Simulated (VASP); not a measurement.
Set up this calculation in VASP 6.6.1, as the native input.

```
Task                   : single point
Functional             : PBE
Potentials or basis    : VASP PAW PBE potentials, release 64 (Cu, O)
Cutoff                 : 520 eV
k mesh                 : 5 × 5 × 4
Occupations            : fermi-dirac, width 0.05 eV
Spin                   : no spin polarisation
Dipole correction      : no
Further INCAR settings : ALGO = Normal; EDIFF = 1e-06; NBANDS = 16
```

The structure of CuO lies in POSCAR:

```
CuO
1.0
    2.8363251100      0.0000000000      0.0000000000
   -1.4181625500      2.4563296000      0.0000000000
    0.0000000000      0.0000000000      2.7681127800
Cu O
1 1
Direct
    0.0000000000      0.0000000000      0.0000000000
    0.6666666667      0.3333333333      0.5000000000
```

The input as run:

INCAR

```
PREC = Accurate ; ENCUT = 520
EDIFF = 1E-6 ; ISMEAR = -1
SIGMA = 0.05 ; LREAL = False
LASPH = True ; NELM = 80
ALGO = Normal ; ISIF = 2
LWAVE = False ; LCHARG = False
GGA = PE ; NBANDS = 16
```

KPOINTS

```
Automatic mesh
0
Gamma
  5 5 4
```

Potentials or basis: VASP PAW PBE potentials, release 64 (Cu, O).

Command:

```sh
$ cat potpaw_PBE.64/Cu/POTCAR potpaw_PBE.64/O/POTCAR > POTCAR
$ mpirun -np 1 vasp_std > vasp.out
```

Results of the run:

| Property | Result |
| --- | --- |
| Pressure | -0.1 GPa |
| Band gap on the k mesh | zero (an odd number of electrons rules out a gap without spin polarisation) |

Caveat: the k points lie up to 0.57 Å⁻¹ apart, too coarse for converged energies and pressures of a metal; an odd number of electrons without spin polarisation forces a metal; a magnetic or distorted state may lie lower; semilocal functionals often make such compounds metallic where correlation or magnetic order opens a gap, which also shifts bond lengths.

Run time: 10 s on 1 thread of Intel Xeon 8259CL (shared host), peak memory 0.14 GiB.
